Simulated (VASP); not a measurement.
**W: single point with r2SCAN**

W:

```
CELL_PARAMETERS angstrom
-1.53341 1.53341 1.53341
1.53341 -1.53341 1.53341
1.53341 1.53341 -1.53341
ATOMIC_POSITIONS crystal
W 0.00000 0.00000 0.00000
```

This cell differs from its parent crystal: strain -0.040 along x and y, -0.040 along z.

```json
{
  "Program": "VASP 6.6.1",
  "Task": "single point",
  "Functional": "r2SCAN",
  "Potentials or basis": "VASP PAW PBE potentials, release 64 (W_sv)",
  "Cutoff": "520 eV",
  "k mesh": "14 × 14 × 14",
  "Occupations": "gaussian, width 0.15 eV",
  "Spin": "no spin polarisation",
  "Dipole correction": "no",
  "Further INCAR settings": "ALGO = Normal; EDIFF = 1e-06; NBANDS = 13"
}
```

The pressure is 40.3 GPa and the band gap on the k mesh is zero (band 7 reaches 18.78 eV, above the bottom of band 8 at 11.25 eV).

Levels at points of the mesh, in eV from the Fermi level:
| k point | band 5 | band 6 | band 7 | band 8 | band 9 | band 10 |
| --- | --- | --- | --- | --- | --- | --- |
| (0.00, 0.00, 0.00) | -10.79 | -1.60 | -1.60 | -1.60 | 2.63 | 2.63 |
| (0.50, 0.00, 0.00) | -7.37 | -4.40 | 0.80 | 2.55 | 3.72 | 7.11 |
| (0.50, 0.50, 0.50) | -7.02 | -7.02 | 5.93 | 5.93 | 5.93 | 9.27 |

Run time: 77 s on 1 thread of Intel(R) Xeon(R) Platinum 8259CL CPU @ 2.50GHz (Skylake/Cascade Lake), with other jobs on the host, peak memory 0.14 GiB.

Caveat: the cell differs from its parent crystal (strain -0.040 along x and y, -0.040 along z); the PAW data sets were made with another functional, which shifts forces and pressure a little; spin-orbit coupling is left out, which moves the levels of the heavy elements.
